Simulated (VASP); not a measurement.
Here is a VASP 6.6.1 calculation.

Contents of INCAR:

```
PREC = Accurate
ENCUT = 600
EDIFF = 1E-7
ISMEAR = -1
SIGMA = 0.05
LREAL = False
LASPH = True
NELM = 80
ALGO = Normal
ISIF = 3
LWAVE = False
LCHARG = False
GGA = RE
IBRION = 2
NSW = 80
EDIFFG = -0.02
```

KPOINTS

```
regular mesh
0
Gamma
  13 13 13
```

File POSCAR:

```
BN
1.0
    0.0000000000      1.8130010000      1.8130010000
    1.8130010000      0.0000000000      1.8130010000
    1.8130010000      1.8130010000      0.0000000000
N B
1 1
Direct
    0.2500000000      0.2500000000      0.2500000000
    0.0000000000      0.0000000000      0.0000000000
```

Potentials or basis: VASP PAW PBE potentials, release 64 (N, B).

Launch:

```console
$ cat potpaw_PBE.64/N/POTCAR potpaw_PBE.64/B/POTCAR > POTCAR
$ mpirun -np 1 vasp_std > vasp.out
```

(1) What does it give for the band gap on the k mesh?

(2) What does it give for the relaxed volume?

Answers

(1) 4.53 eV, indirect (least direct gap 8.77 eV).

(2) 6.02 Å³/atom.

Caveat: the PAW data sets were made with another functional, which shifts forces and pressure a little.
